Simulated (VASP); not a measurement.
A run of VASP 6.6.1 is set up as follows.

INCAR

```
  PREC = Accurate
  ENCUT = 520
  EDIFF = 1E-6
  ISMEAR = -1
  SIGMA = 0.1
  LREAL = False
  LASPH = True
  NELM = 100
  ALGO = Normal
  ISIF = 2
  LWAVE = False
  LCHARG = False
  GGA = RE
  NBANDS = 30
```

File KPOINTS:

```
regular mesh
0
Gamma
  16 16 5
```

POSCAR

```
Ag
1.0
    2.9549326843      0.0000000000      0.0000000000
   -1.4774663422      2.5590467711      0.0000000000
    0.0000000000      0.0000000000      9.7522680456
Ag
4
Direct
    0.3333333333      0.6666666667      0.2500000000
    0.6666666667      0.3333333333      0.7500000000
    1.0000000000      0.0000000000      0.0000000000
    1.0000000000      0.0000000000      0.5000000000
```

Potentials or basis: VASP PAW PBE potentials, release 64 (Ag).

Launch:

```bash
$ cat potpaw_PBE.64/Ag/POTCAR > POTCAR
$ mpirun -np 1 vasp_std > vasp.out
```

Problem. Predict the pressure.

Solution. 0.1 GPa.

Problem. What does it give for the band gap on the k mesh?

Solution. Zero (band 22 reaches 10.97 eV, above the bottom of band 23 at 4.45 eV).

Stress tensor (GPa, compression positive):
```
 0.35  0.00  0.00
 0.00  0.35  0.00
 0.00  0.00 -0.53
```

Caveat: the PAW data sets were made with another functional, which shifts forces and pressure a little.
